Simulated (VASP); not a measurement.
# HfSnTeS3 (P-6m2) in VASP: a series of runs

The runs below take HfSnTeS3 through single point, relaxation of cell and atoms, with PBE.

Program: VASP 6.6.1. These are calculated values, not measurements. Logs are shortened: lines on timing, memory, paths and dates and some standing lists are left out, and cuts for length are marked.

## (1) The cell of the first run

Symmetry: P-6m2, No. 187, hexagonal system. Conventional cell: a = 7.077 Å, b = 7.077 Å, c = 5.058 Å, α = 90.00°, β = 90.00°, γ = 120.00°. Hf (site symmetry -6m2) has 6 S at 2.99 Å within 3.9 Å. Within 3.3 Å of Sn (site symmetry -6m2) lie 3 S at 2.50 Å and 2 Te at 2.53 Å. Within 3.3 Å of Te (site symmetry -6m2) lie 2 Sn at 2.53 Å. S (site symmetry mm2) has 1 Sn at 2.50 Å and 2 S at 2.75 Å and 2 Hf at 2.99 Å within 3.3 Å.

The cell was generated, and may not be a known phase.

## (2) Single point, PBE

INCAR reads:

```
SYSTEM = HfSnTeS3
ALGO     = Normal         ! electronic algorithm
EDIFF    = 1E-7           ! SCF threshold, eV
ENCUT    = 520            ! plane-wave cutoff, eV
GGA      = PE             ! functional
ISIF     = 2              ! what is computed and relaxed
ISMEAR   = 0              ! smearing method
LASPH    = .True.         ! aspherical terms in the spheres
LCHARG   = .True.         ! write CHGCAR
LELF     = .True.         ! ELF
LREAL    = .False.        ! projectors in reciprocal space
LVHAR    = .True.       
LWAVE    = .False.        ! write WAVECAR
NBANDS   = 33             ! bands
NELM     = 80             ! most SCF steps
PREC     = Accurate       ! precision mode
SIGMA    = 0.1            ! smearing width, eV
```

KPOINTS reads:

```
k-points
0
Gamma
  6 6 8
  0 0 0
```

POSCAR reads:

```
HfSnTeS3
1.0
    7.0771304213      0.0000000000      0.0000000000
   -3.5385652106      6.1289747308      0.0000000000
    0.0000000000      0.0000000000      5.0576257323
Hf Sn Te S
1 1 1 3
Direct
    0.3333333333      0.6666666667      0.5000000000
    0.0000000000      0.0000000000      0.0000000000
    0.0000000000      0.0000000000      0.5000000000
    0.2037677809      0.7962322191      0.0000000000
    0.2037677809      0.4075355618      0.0000000000
    0.5924644382      0.7962322191      0.0000000000
```

Potentials or basis: VASP PAW PBE potentials, release 64 (Hf_pv, Sn_d, Te, S).

The run is started by

```bash
> cat potpaw_PBE.64/Hf_pv/POTCAR potpaw_PBE.64/Sn_d/POTCAR potpaw_PBE.64/Te/POTCAR potpaw_PBE.64/S/POTCAR > POTCAR
> mpirun -np 1 vasp_std > vasp.out
```

OUTCAR:

```text
SYSTEM = HfSnTeS3
   EDIFF = 1E-7
   ENCUT = 520
   GGA = PE
   ISIF = 2
   ISMEAR = 0
   LASPH = .True.
   LREAL = .False.
   NELM = 80
   PREC = Accurate

 ion  position               nearest neighbor table
   1  0.333  0.667  0.500-   4 2.99   4 2.99   6 2.99   6 2.99   5 2.99   5 2.99
   2  0.000  0.000  0.000-   4 2.50   6 2.50   5 2.50   3 2.53   3 2.53
   3  0.000  0.000  0.500-   2 2.53   2 2.53
   4  0.204  0.796  0.000-   2 2.50   6 2.75   5 2.75   1 2.99   1 2.99
   5  0.204  0.408  0.000-   2 2.50   4 2.75   6 2.75   1 2.99   1 2.99
   6  0.592  0.796  0.000-   2 2.50   4 2.75   5 2.75   1 2.99   1 2.99

  LATTYP: Found a hexagonal cell.
 ALAT       =     7.0771304213
 C/A-ratio  =     0.7146435676

  Lattice vectors:

 A1 = (   7.0771304213,   0.0000000000,   0.0000000000)
 A2 = (  -3.5385652106,   6.1289747308,   0.0000000000)
 A3 = (   0.0000000000,   0.0000000000,   5.0576257323)

Analysis of symmetry for initial positions (statically):
=====================================================================
 Subroutine PRICEL returns:
 Original cell was already a primitive cell.

 Routine SETGRP: Setting up the symmetry group for a
 hexagonal supercell.

 Subroutine GETGRP returns: Found 12 space group operations
 (whereof 12 operations were pure point group operations)
 out of a pool of 24 trial point group operations.

The static configuration has the point symmetry D_3h.

Analysis of symmetry for dynamics (positions and initial velocities):
=====================================================================
 Subroutine PRICEL returns:
 Original cell was already a primitive cell.

 Routine SETGRP: Setting up the symmetry group for a
 hexagonal supercell.

 Subroutine GETGRP returns: Found 12 space group operations
 (whereof 12 operations were pure point group operations)
 out of a pool of 24 trial point group operations.

The dynamic configuration has the point symmetry D_3h.

 Subroutine INISYM returns: Found 12 space group operations
 (whereof 12 operations are pure point group operations),
 and found     1 'primitive' translations

----------------------------------------------------------------------------------------

                                     Primitive cell

  volume of cell :     219.3773

  direct lattice vectors                    reciprocal lattice vectors
     7.077130421  0.000000000  0.000000000     0.141300208  0.081579713  0.000000000
    -3.538565211  6.128974731  0.000000000     0.000000000  0.163159426  0.000000000
     0.000000000  0.000000000  5.057625732     0.000000000  0.000000000  0.197721234

  length of vectors
     7.077130421  7.077130421  5.057625732     0.163159426  0.163159426  0.197721234

  position of ions in fractional coordinates (direct lattice)
     0.333333333  0.666666667  0.500000000
     0.000000000  0.000000000  0.000000000
     0.000000000  0.000000000  0.500000000
     0.203767781  0.796232219  0.000000000
     0.203767781  0.407535562  0.000000000
     0.592464438  0.796232219  0.000000000

  ion indices of the primitive-cell ions
   primitive index   ion index
                 1           1
                 2           2
                 3           3
                 4           4
                 5           5
                 6           6

----------------------------------------------------------------------------------------

 KPOINTS: k-points

Automatic generation of k-mesh.
 Grid dimensions read from file:
 generate k-points for:    6    6    8

 Generating k-lattice:

  Cartesian coordinates                     Fractional coordinates (reciprocal lattice)
     0.023550035  0.013596619  0.000000000     0.166666667  0.000000000  0.000000000
     0.000000000  0.027193238  0.000000000     0.000000000  0.166666667  0.000000000
     0.000000000  0.000000000  0.024715154     0.000000000  0.000000000  0.125000000

  Length of vectors
     0.027193238  0.027193238  0.024715154

  Shift w.r.t. Gamma in fractional coordinates (k-lattice)
     0.000000000  0.000000000  0.000000000

 Subroutine IBZKPT returns following result:
 ===========================================

 Found     35 irreducible k-points:

 Following reciprocal coordinates:
            Coordinates               Weight
  0.000000  0.000000  0.000000      1.000000
  0.166667  0.000000  0.000000      6.000000
  0.333333  0.000000  0.000000      6.000000
  0.500000  0.000000  0.000000      3.000000
  0.166667  0.166667  0.000000      6.000000
  0.333333  0.166667  0.000000     12.000000
[... 16 lines left out ...]
  0.166667  0.000000  0.375000     12.000000
  0.333333  0.000000  0.375000     12.000000
 [... further k-points ...]
   k-points           NKPTS =     35   k-points in BZ     NKDIM =     35   number of bands    NBANDS=     33
   number of dos      NEDOS =    301   number of ions     NIONS =      6
   total plane-waves  NPLWV = 116640
   dimension x,y,z NGX =    54 NGY =   54 NGZ =   40
   dimension x,y,z NGXF=   108 NGYF=  108 NGZF=   80
   ions per type =               1   1   1   3
   NGX,Y,Z   is equivalent  to a cutoff of  12.68, 12.68, 13.15 a.u.
   NGXF,Y,Z  is equivalent  to a cutoff of  25.37, 25.37, 26.30 a.u.
 SYSTEM =  HfSnTeS3
   PREC   = accura    normal or accurate (medium, high low for compatibility)
   ISTART =      0    job   : 0-new  1-cont  2-samecut
   ICHARG =      2    charge: 1-file 2-atom 10-const
   ISPIN  =      1    spin polarized calculation?
   LNONCOLLINEAR =      F non collinear calculations
   LSORBIT =      F    spin-orbit coupling
   LASPH  =      T    aspherical Exc in radial PAW
   ENCUT  =  520.0 eV  38.22 Ry    6.18 a.u.  13.16 13.16  9.40*2*pi/ulx,y,z
   NELM   =     80;   NELMIN=  2; NELMDL= -5     # of ELM steps
   EDIFF  = 0.1E-06   stopping-criterion for ELM
   LREAL  =      F    real-space projection
   EDIFFG = 0.1E-05   stopping-criterion for IOM
   NSW    =      0    number of steps for IOM
   IBRION =     -1    ionic relax: 0-MD 1-quasi-New 2-CG
   NFREE  =      0    steps in history (QN), initial steepest desc. (CG)
   ISIF   =      2    stress and relaxation
   ISYM   =      2    0-nonsym 1-usesym 2-fastsym
   POTIM  = 0.5000    time-step for ionic-motion
   TEBEG  =    0.0;   TEEND  =   0.0 temperature during run
   PSTRESS=    0.0 pullay stress
   NELECT =      48.0000    total number of electrons
   NUPDOWN=      -1.0000    fix difference up-down
   EMIN   =  10.00;   EMAX   =-10.00  energy-range for DOS
   EFERMI =   0.00;   METHOD = LEGACY
   ISMEAR =     0;   SIGMA  =   0.10  broadening in eV -4-tet -1-fermi 0-gaus
   EFERMI_NEDOS =   21; number of points for ismear=-14 and -15
   IALGO  =     38    algorithm
   IMIX   =      4    mixing-type and parameters
     AMIX     =   0.40;   BMIX     =  1.00
     AMIX_MAG =   1.60;   BMIX_MAG =  1.00
  volume/ion in A,a.u.               =      36.56       246.74
  Fermi-wavevector in a.u.,A,eV,Ry     =   0.986487  1.864190 13.240598  0.973156
  Thomas-Fermi vector in A             =   2.117871
   LORBIT       =      0    0 simple, 1 ext, 2 COOP (PROOUT), +10 PAW based schemes
   GGA     = PE    functional components
   LHFCALC =     F    Hartree Fock is set to
   AEXX    =    0.0000 exact exchange contribution
   IVDW    =     0    specifies the selected vdW correction
   LEPSILON=     F    determine dielectric tensor
   LRPA    =     F    only Hartree local field effects (RPA)
 non-spin polarized calculation
 Gauss-broadening in eV      SIGMA  =   0.10
  energy-cutoff  :      520.00
  volume of cell :      219.38
 maximum number of plane-waves:      5949
 NGX is ok and might be reduce to    54
   NGX = 27   NGY = 27   NGZ = 19

 number of electron      48.0000003 magnetization

 Free energy of the ion-electron system (eV)
  ---------------------------------------------------
  ext. energy  EPLUGINS =         0.00000000
  ---------------------------------------------------
  free energy    TOTEN  =       -26.92895878 eV

  energy without entropy =      -26.90598465  energy(sigma->0) =      -26.91747172

 E-fermi :   1.9521     XC(G=0):  -7.4308

 val. band max:        1.9409508959   @ k =   0.1667   0.0000   0.3750
 cond. band min:       1.9823302205   @ k =   0.3333   0.1667   0.5000
 fundamental gap:      0.0413793247
 Fermi energy:         1.9521210800

 k-point     1 :       0.0000    0.0000    0.0000
  band No.  band energies     occupation
      1     -31.1749      2.00000
      2     -31.1749      2.00000
      3     -30.8295      2.00000
      4     -19.8978      2.00000
      5     -19.6624      2.00000
      6     -19.6624      2.00000
[... 25 lines left out ...]
     32       6.0140      0.00000
     33       6.0140      0.00000

 k-point     2 :       0.1667    0.0000    0.0000
  band No.  band energies     occupation
      1     -31.1749      2.00000
      2     -31.1749      2.00000
      3     -30.8295      2.00000
      4     -19.8978      2.00000
      5     -19.6624      2.00000
      6     -19.6624      2.00000
[... 25 lines left out ...]
     32       5.8054      0.00000
     33       6.1847      0.00000

 k-point     3 :       0.3333    0.0000    0.0000
  band No.  band energies     occupation
      1     -31.1749      2.00000
      2     -31.1749      2.00000
      3     -30.8295      2.00000
      4     -19.8977      2.00000
      5     -19.6624      2.00000
      6     -19.6624      2.00000
[... 25 lines left out ...]
     32       5.7775      0.00000
     33       6.5713      0.00000

 k-point     4 :       0.5000    0.0000    0.0000
  band No.  band energies     occupation
      1     -31.1749      2.00000
      2     -31.1749      2.00000
      3     -30.8295      2.00000
      4     -19.8977      2.00000
      5     -19.6624      2.00000
      6     -19.6624      2.00000
[... 673 lines left out ...]
     32       6.0558      0.00000
     33       6.0558      0.00000

 k-point    23 :       0.1667    0.0000    0.3750
  band No.  band energies     occupation
      1     -31.1747      2.00000
      2     -31.1747      2.00000
      3     -30.8322      2.00000
      4     -19.8937      2.00000
      5     -19.6677      2.00000
      6     -19.6677      2.00000
[... 25 lines left out ...]
     32       6.1956      0.00000
     33       6.3743      0.00000

 k-point    24 :       0.3333    0.0000    0.3750
  band No.  band energies     occupation
      1     -31.1747      2.00000
      2     -31.1747      2.00000
      3     -30.8322      2.00000
      4     -19.8936      2.00000
      5     -19.6677      2.00000
      6     -19.6677      2.00000
[... 25 lines left out ...]
     32       6.1882      0.00000
     33       6.8353      0.00000

 [... further k-points ...]
[... 5 lines left out ...]
  --------------------------------------------------------------------------------------
  -------------------------------------------------------------------------------------
  Total       -0.1123224     -0.1123224     -0.2519657     -0.0000000      0.0000000      0.0000000
  in kB       -0.8203234     -0.8203234     -1.8401797     -0.0000000      0.0000000      0.0000000
  external PRESSURE =      -1.1602755 kB  Pullay stress =       0.0000000 kB

 VOLUME and BASIS-vectors are now :
 -----------------------------------------------------------------------------
  energy-cutoff  :      520.00
  volume of cell :      219.38
      direct lattice vectors                 reciprocal lattice vectors
     7.077130421  0.000000000  0.000000000     0.141300208  0.081579713  0.000000000
    -3.538565211  6.128974731  0.000000000     0.000000000  0.163159426  0.000000000
     0.000000000  0.000000000  5.057625732     0.000000000  0.000000000  0.197721234

 POSITION                                       TOTAL-FORCE (eV/Angst)
 -----------------------------------------------------------------------------------
     -0.00000      4.08598      2.52881        -0.000000     -0.000000      0.000000
      0.00000      0.00000      0.00000        -0.000000     -0.000000      0.000000
      0.00000      0.00000      2.52881        -0.000000     -0.000000      0.000000
     -1.37543      4.88009      0.00000         0.017855     -0.010308     -0.000000
      0.00000      2.49778      0.00000         0.000000      0.020617     -0.000000
      1.37543      4.88009      0.00000        -0.017855     -0.010308     -0.000000
 -----------------------------------------------------------------------------------
    total drift:                               -0.000002      0.000001     -0.000000

  FREE ENERGIE OF THE ION-ELECTRON SYSTEM (eV)
  ---------------------------------------------------
  free  energy   TOTEN  =       -26.9289587796 eV

  energy  without entropy=      -26.9059846511  energy(sigma->0) =      -26.91747172
```

It took 3 min on 1 thread of Intel Xeon 6975P-C (Granite Rapids), shared host; peak memory 0.5 GiB.

Results:

```
Free energy            : -26.9290 eV
Pressure               : -0.1 GPa
Largest force          : 0.021 eV/Å
Band gap on the k mesh : zero (bands 24 and 25 overlap by 0.16 eV)
```

Forces on the atoms (eV/Å):
```
Hf   0.000  0.000  0.000
Sn   0.000  0.000  0.000
Te   0.000  0.000  0.000
S    0.018 -0.010  0.000
S    0.000  0.021  0.000
S   -0.018 -0.010  0.000
```

Caveat: spin-orbit coupling is left out, which moves the levels of the heavy elements.

(Part 1 of 2 ends here.)

The gap in the log of VASP goes by the Fermi energy; the results here count the filled bands.